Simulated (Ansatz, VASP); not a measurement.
Re in VASP and in Ansatz

```
CELL_PARAMETERS angstrom
11.60000 0.00000 0.00000
0.00000 9.30000 0.00000
0.00000 0.00000 4.83935
ATOMIC_POSITIONS crystal
Re 0.40216 0.50000 0.00000
Re 0.40216 0.50000 0.50000
Re 0.59784 0.50000 0.00000
Re 0.59784 0.50000 0.50000
```

Alike in both runs: task single point; functional revPBE; k mesh 1 × 1 × 13; occupations gaussian, width 0.05 eV; collinear spin.

|  | VASP | Ansatz |
| --- | --- | --- |
| version | VASP 6.6.1 | Ansatz 0.2.0 |
| potentials or method | VASP PAW PBE potentials, release 64 (Re) | scalar-relativistic, plane waves, PAW |
| plane-wave cutoff (eV) | 520 | 420 |
| valence electrons in the cell | 28 | 60 |

|  | VASP | Ansatz | Ansatz less VASP |
| --- | --- | --- | --- |
| gap on the k mesh at the Fermi level (eV) | none | none | - |
| rms of the force components (eV/Å) | 0.149 | 0.085 | -0.0643 |
| net moment per atom (μB) | 0.00 | 0.00 | 0.000 |

VASP's potentials were made for PBE, not for revPBE. Atom by atom the forces differ by 0.234 eV/Å (rms over components). A gap of «none» marks a metal or a gap that the smearing closes. One of these differences is far larger than is usual between the two programs; its cause wasn't traced. VASP's potentials hold 28 valence electrons a cell and Ansatz's 60, so a difference there can come from the potentials and not from the codes. Ansatz's warnings: filled band counts differ across k points, seeded moment not kept.

Neither program's run includes spin-orbit coupling.
